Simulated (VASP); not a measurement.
# C (Fmmm) in VASP: a series of runs, part 3 of 3

VASP 6.6.1.

## (5) Single point, PBE+D3(BJ) (atoms shifted along a free coordinate)

File INCAR:

```
PREC = Accurate
ENCUT = 520
EDIFF = 1E-6
ISMEAR = 0
SIGMA = 0.03
LREAL = False
LASPH = True
NELM = 60
ALGO = Normal
ISIF = 2
LWAVE = False
LCHARG = False
GGA = PE
IVDW = 12
NBANDS = 11
```

File KPOINTS:

```
Automatic mesh
0
Gamma
  16 16 16
```

File POSCAR:

```
C
1.0
    0.0000000000      2.1759733913      3.4645497982
    1.2569692796      0.0000000000      3.4645497982
    1.2569692796      2.1759733913      0.0000000000
C
2
Direct
    0.1579107009      0.8420892991      0.1579107009
    0.8420892991      0.1579107009      0.8420892991
```

Launch:

```bash
$ cat potpaw_PBE.64/C/POTCAR > POTCAR
$ mpirun -np 1 vasp_std > vasp.out
```

Wall time 82 s (1 thread of Intel Xeon Platinum 8488C (Sapphire Rapids), shared host); peak memory 0.23 GiB.

Results (log left out):

```yaml
Free_energy: -18.5403 eV
Pressure: -12.2 GPa
Largest_force: 3.839 eV/Å
Band_gap_on_the_k_mesh: zero (bands 4 and 5 overlap by 0.15 eV)
Dispersion_energy_per_atom: -0.148 eV
```

Forces in eV/Å, atoms in the order of the input:
```
C    0.000  3.839  0.000
C    0.000 -3.839  0.000
```

Stress tensor (GPa, compression positive):
```
-23.29   0.00   0.00
  0.00 -12.91   0.00
  0.00   0.00  -0.53
```

Levels at points of the mesh, in eV from the Fermi level:
```tsv
k point	band 1	band 2	band 3	band 4	band 5	band 6	band 7	band 8
(0.00, 0.00, 0.00)	-19.28	-6.44	-4.18	-2.01	4.16	6.48	9.17	10.67
(0.50, 0.00, 0.00)	-14.38	-12.63	-6.51	-2.63	1.96	6.41	11.97	13.23
(0.50, 0.50, 0.00)	-19.04	-8.13	-4.16	-2.04	6.41	9.11	9.87	10.76
(0.50, 0.00, 0.50)	-13.91	-13.71	-5.87	-1.11	1.33	7.14	10.83	11.00
(0.00, 0.50, 0.50)	-13.73	-13.57	-5.92	-2.41	0.14	6.82	13.36	16.74
```

Caveat: the cell differs from its parent crystal (atoms shifted along a free coordinate); the stress differs along the axes, from -23 to -1 GPa; forces of over 1 eV/Å act on the atoms, so gaps and moduli don't describe the material at rest.

## (6) Single point, PBE+D3(BJ) (atoms shifted along a free coordinate)

File INCAR:

```
ALGO = Normal
EDIFF = 1E-7
ENCUT = 520
GGA = PE
ISIF = 2
ISMEAR = 0
IVDW = 12
LASPH = T
LCHARG = F
LREAL = F
LWAVE = F
NBANDS = 11
NELM = 80
PREC = Accurate
SIGMA = 0.03
```

File KPOINTS:

```
k-points
0
Gamma
  16 16 16
```

File POSCAR:

```
C
1.0
    0.0000000000      2.1759733913      3.4645497982
    1.2569692796      0.0000000000      3.4645497982
    1.2569692796      2.1759733913      0.0000000000
C
2
Direct
    0.1754825005      0.8245174995      0.1754825005
    0.8245174995      0.1754825005      0.8245174995
```

Potentials or basis: VASP PAW PBE potentials, release 64 (C).

Launch:

```bash
$ cat potpaw_PBE.64/C/POTCAR > POTCAR
$ mpirun -np 1 vasp_std > vasp.out
```

OUTCAR:

```text
EDIFF = 1E-7
   ENCUT = 520
   GGA = PE
   ISIF = 2
   ISMEAR = 0
   IVDW = 12
   LASPH = T
   LREAL = F
   NELM = 80
   PREC = Accurate
 IVDW          = 12

 ion  position               nearest neighbor table
   1  0.175  0.825  0.175-   2 1.41   2 1.41   2 1.53
   2  0.825  0.175  0.825-   1 1.41   1 1.41   1 1.53

  LATTYP: Found a face centered orthorhombic cell.
 ALAT       =     2.5139385592
 B/A-ratio  =     1.7311269469
 C/A-ratio  =     2.7562724519

  Lattice vectors:

 A1 = (   0.0000000000,   2.1759733913,   3.4645497982)
 A2 = (   1.2569692796,   0.0000000000,   3.4645497982)
 A3 = (   1.2569692796,   2.1759733913,   0.0000000000)

Analysis of symmetry for initial positions (statically):
=====================================================================
 Subroutine PRICEL returns:
 Original cell was already a primitive cell.

 Routine SETGRP: Setting up the symmetry group for a
 face centered orthorhombic supercell.

 Subroutine GETGRP returns: Found  8 space group operations
 (whereof  8 operations were pure point group operations)
 out of a pool of  8 trial point group operations.

The static configuration has the point symmetry D_2h.

Analysis of symmetry for dynamics (positions and initial velocities):
=====================================================================
 Subroutine PRICEL returns:
 Original cell was already a primitive cell.

 Routine SETGRP: Setting up the symmetry group for a
 face centered orthorhombic supercell.

 Subroutine GETGRP returns: Found  8 space group operations
 (whereof  8 operations were pure point group operations)
 out of a pool of  8 trial point group operations.

The dynamic configuration has the point symmetry D_2h.

 Subroutine INISYM returns: Found  8 space group operations
 (whereof  8 operations are pure point group operations),
 and found     1 'primitive' translations

[... 120 lines left out ...]
   LHFCALC =     F    Hartree Fock is set to
   AEXX    =    0.0000 exact exchange contribution
   IVDW    =    12    specifies the selected vdW correction
   LEPSILON=     F    determine dielectric tensor
   LRPA    =     F    only Hartree local field effects (RPA)
 non-spin polarized calculation
 Gauss-broadening in eV      SIGMA  =   0.03
  energy-cutoff  :      520.00
  volume of cell :       18.95
 maximum number of plane-waves:       527
   NGX = 15   NGY = 13   NGZ =  9

 number of electron       8.0000000 magnetization

 Free energy of the ion-electron system (eV)
  ---------------------------------------------------
  ext. energy  EPLUGINS =         0.00000000
  ---------------------------------------------------
  free energy    TOTEN  =       -18.25788644 eV

  energy without entropy =      -18.25785342  energy(sigma->0) =      -18.25786993

 E-fermi :   3.9907     XC(G=0):  -9.9816

 val. band max:        3.9896482673   @ k =  -0.1875   0.1250   0.3125
 cond. band min:       3.9916775519   @ k =  -0.1875   0.1250   0.3125
 fundamental gap:      0.0020292846
 Fermi energy:         3.9906629092

 k-point     1 :       0.0000    0.0000    0.0000
  band No.  band energies     occupation
      1     -15.1137      2.00000
      2      -2.2703      2.00000
      3      -0.0355      2.00000
      4       2.1681      2.00000
      5       8.3243      0.00000
      6      10.5562      0.00000
      7      13.5351      0.00000
      8      14.7970      0.00000
      9      15.4441      0.00000
     10      25.8583      0.00000
     11      28.4481      0.00000
[... 309 lines left out ...]
 k-point    24 :      -0.0625    0.0625    0.0000
  band No.  band energies     occupation
      1     -14.7573      2.00000
      2      -1.8613      2.00000
      3      -1.0901      2.00000
      4       1.2184      2.00000
      5       8.7606      0.00000
      6      11.3085      0.00000
      7      13.5301      0.00000
      8      14.1453      0.00000
      9      16.3175      0.00000
     10      26.1839      0.00000
     11      26.9632      0.00000

 [... further k-points ...]

------------------------ aborting loop because EDIFF is reached ----------------------------------------

 Edisp (eV)   -0.29682

 E8    (eV) :    -0.0838

  FORCE on cell =-STRESS in cart. coord.  units (eV):
  Direction    XX          YY          ZZ          XY          YZ          ZX
  --------------------------------------------------------------------------------------
  -------------------------------------------------------------------------------------
  Total      -1.75217    -2.67444    -0.06309    -0.00000     0.00000     0.00000
  in kB    -148.12617  -226.09382    -5.33349    -0.00000     0.00000     0.00000
  external pressure =     -126.52 kB  Pullay stress =        0.00 kB

 VOLUME and BASIS-vectors are now :
 -----------------------------------------------------------------------------
  energy-cutoff  :      520.00
  volume of cell :       18.95
      direct lattice vectors                 reciprocal lattice vectors
     0.000000000  2.175973391  3.464549798    -0.397782196  0.229782222  0.144318895
     1.256969280  0.000000000  3.464549798     0.397782196 -0.229782222  0.144318895
     1.256969280  2.175973391  0.000000000     0.397782196  0.229782222 -0.144318895

 POSITION                                       TOTAL-FORCE (eV/Angst)
 -----------------------------------------------------------------------------------
      1.25697      0.76369      3.46455         0.000000     -3.237481      0.000000
      1.25697      3.58826      3.46455         0.000000      3.237481      0.000000
 -----------------------------------------------------------------------------------
    total drift:                                0.000000      0.000000     -0.000000

  FREE ENERGIE OF THE ION-ELECTRON SYSTEM (eV)
  ---------------------------------------------------
  free  energy   TOTEN  =       -18.5547094357 eV

  energy  without entropy=      -18.5546764155  energy(sigma->0) =      -18.55469293
```

OSZICAR:

```text
N       E                     dE             d eps       ncg     rms          rms(c)
DAV:   1     0.185323665976E+01    0.18532E+01   -0.40728E+03 13806   0.645E+02
DAV:   2    -0.187772380133E+02   -0.20630E+02   -0.19883E+02 18169   0.120E+02
DAV:   3    -0.192711043275E+02   -0.49387E+00   -0.49276E+00 17015   0.153E+01
DAV:   4    -0.192731075849E+02   -0.20033E-02   -0.20030E-02 16073   0.119E+00
DAV:   5    -0.192731162995E+02   -0.87147E-05   -0.87145E-05 17194   0.703E-02    0.592E+00
DAV:   6    -0.185012211312E+02    0.77190E+00   -0.65076E-01 15779   0.467E+00    0.345E+00
DAV:   7    -0.182546457198E+02    0.24658E+00   -0.75053E-01 16105   0.505E+00    0.931E-01
DAV:   8    -0.182579680633E+02   -0.33223E-02   -0.18241E-02 15182   0.858E-01    0.988E-02
DAV:   9    -0.182578065481E+02    0.16152E-03   -0.51843E-04 16692   0.147E-01    0.482E-02
DAV:  10    -0.182578845908E+02   -0.78043E-04   -0.11839E-04 15303   0.753E-02    0.236E-02
DAV:  11    -0.182578861212E+02   -0.15304E-05   -0.76382E-06 16655   0.170E-02    0.267E-03
DAV:  12    -0.182578864392E+02   -0.31803E-06   -0.57905E-07 15423   0.584E-03    0.654E-04
DAV:  13    -0.182578864438E+02   -0.46060E-08   -0.21709E-08 16200   0.111E-03
   1 F= -.18554709E+02 E0= -.18554693E+02  d E =-.330202E-04
```

stdout:

```text
POSCAR found type information on POSCAR C
 POSCAR found :  1 types and       2 ions
 scaLAPACK will be used
 LDA part: xc-table for (Slater+PW92), standard interpolation
 POSCAR, INCAR and KPOINTS ok, starting setup
 FFT: planning ... GRIDC
 FFT: planning ... GRID_SOFT
 FFT: planning ... GRID
 WAVECAR not read
 entering main loop
```

It took 92 s on 1 thread of Intel Xeon Platinum 8488C (Sapphire Rapids), shared host; peak memory 0.23 GiB.

What came out:

| Property | Result |
| --- | --- |
| Free energy | -18.5547 eV |
| Pressure | -12.7 GPa |
| Largest force | 3.237 eV/Å |
| Band gap on the k mesh | zero (filled and empty bands touch) |
| Dispersion energy per atom | -0.148 eV |

Forces in eV/Å, atoms in the order of the input:
```
C    0.000 -3.237  0.000
C    0.000  3.237  0.000
```

Caveat: the cell differs from its parent crystal (atoms shifted along a free coordinate); the stress differs along the axes, from -23 to -1 GPa; forces of over 1 eV/Å act on the atoms, so gaps and moduli don't describe the material at rest.

## (7) Summary

```csv
cell,gap on the mesh (eV),pressure (GPa),largest force (eV/Å)
"as given, atomic positions A",none,7.7,7.09
"as given, atomic positions B",-,-14.7,0.02
"as given, atomic positions C",none,10.8,13.78
"as given, atomic positions D",none,-12.2,3.84
"as given, atomic positions E",none,-12.7,3.24
```

Alike in all rows: task single point; level PBE+D3(BJ); potentials or basis VASP PAW PBE potentials, release 64 (C); no spin polarisation; k mesh 16 × 16 × 16; cutoff (eV) 520; smearing gaussian 0.03 eV.

Caveats: forces of over 1 eV/Å act on the atoms, so gaps and moduli don't describe the material at rest (at least some runs); the stress differs along the axes, from -23 to -1 GPa (at least some runs); the stress differs along the axes, from -1 to 24 GPa (at least some runs); the stress differs along the axes, from -22 to -0 GPa (at least some runs); the stress differs along the axes, from -13 to 47 GPa (at least some runs).

Absolute energies hang on the potentials; compare differences alone.

The gap in the log of VASP goes by the Fermi energy; the results here count the filled bands.